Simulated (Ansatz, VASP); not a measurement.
# One calculation of PbSe, two programs

```
Pb Se
1.0
     0.00000    3.05146    3.05146
     3.05146    0.00000    3.05146
     3.05146    3.05146    0.00000
Pb Se
1 1
Cartesian
  0.0000 0.0000 0.0000
  3.0515 3.0515 3.0515
```

Alike in both runs: functional PBEsol; k mesh 14 × 14 × 14; occupations fermi-dirac, width 0.08 eV; no spin polarisation.

Ansatz relaxed the structure, and its values are those at the end. VASP's run is a single point on that final structure, the one shown.

|  | VASP | Ansatz |
| --- | --- | --- |
| version | VASP 6.6.1 | Ansatz 0.2.0 |
| potentials or method | VASP PAW PBE potentials, release 64 (Pb_d, Se) | PAW with Ansatz's default frozen-core files, scalar-relativistic |
| plane-wave cutoff (eV) | 520 | 420 |
| valence electrons in the cell | 20 | 30 |

```csv
,VASP,Ansatz,Ansatz less VASP
pressure (GPa),0.0,0.0,0.00
```

VASP's potentials were made for PBE, not for PBEsol. The functional is the same, so the differences come from potentials, cutoffs and numerics. VASP's potentials hold 20 valence electrons a cell and Ansatz's 30, so a difference there can come from the potentials and not from the codes.

Neither program's run includes spin-orbit coupling.
